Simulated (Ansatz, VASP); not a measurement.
**V: VASP beside Ansatz**

```
V
1.0
    -1.56471    1.56471    1.56471
     1.56471   -1.56471    1.56471
     1.56471    1.56471   -1.56471
V
1
Cartesian
  0.0000 0.0000 0.0000
```

Alike in both runs: task single point; functional revPBE; k mesh 24 × 24 × 24; occupations fermi-dirac, width 0.05 eV; collinear spin.

|  | VASP | Ansatz |
| --- | --- | --- |
| version | VASP 6.6.1 | Ansatz 0.2.0 |
| potentials or method | VASP PAW PBE potentials, release 64 (V_sv), cutoff 520 eV | plane waves (420 eV) with PAW, scalar-relativistic |
| valence electrons in the cell | 13 | 13 |

|  | VASP | Ansatz | Ansatz less VASP |
| --- | --- | --- | --- |
| pressure (GPa) | -15.6 | -15.7 | -0.18 |
| net moment per atom (μB) | 0.00 | 0.00 | 0.000 |

VASP's potentials were made for PBE, not for revPBE. The functional is the same, so the differences come from potentials, cutoffs and numerics. Ansatz's warnings: seeded moment not kept.
